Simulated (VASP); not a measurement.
The system is Ti.

```
Ti
1.0
     0.00000    2.87802    2.87802
     2.87802    0.00000    2.87802
     2.87802    2.87802    0.00000
Ti
2
Direct
  0.12500 0.12500 0.12500
  0.87500 0.87500 0.87500
```

```yaml
Program: VASP 6.6.1
Task: relaxation of cell and atoms
Functional: LDA
Potentials_or_basis: VASP PAW LDA potentials, release 64 (Ti_sv)
Cutoff: 600 eV
k_mesh: 10 × 10 × 10
Occupations: fermi-dirac, width 0.1 eV
Spin: no spin polarisation
```

At the start: pressure -5.8 GPa; volume 23.84 Å³/atom.

**Question.** Where does the relaxation end?

**Answer.** Over 4 steps the energy falls by 89.1 meV/atom and the volume is 19.47 Å³/atom (-18.3 %); space group Fd-3m (No. 227, to 0.05 Å).

The path:
```
step  energy change (eV)  largest force (eV/Å)  pressure (GPa)  volume (Å³)
   1              0.0000                0.0000           -5.83        47.68
   2             -0.1543                0.0000           -2.49        41.94
   3             -0.1776                0.0000           -0.45        39.44
   4             -0.1783                0.0000            0.03        38.94
```

Final structure:
```
CELL_PARAMETERS angstrom
0.00000 2.69019 2.69019
2.69019 0.00000 2.69019
2.69019 2.69019 0.00000
ATOMIC_POSITIONS crystal
Ti 0.12500 0.12500 0.12500
Ti 0.87500 0.87500 0.87500
```

Caveat: the volume moved by over 15 % at a fixed basis, so the end points are rough.
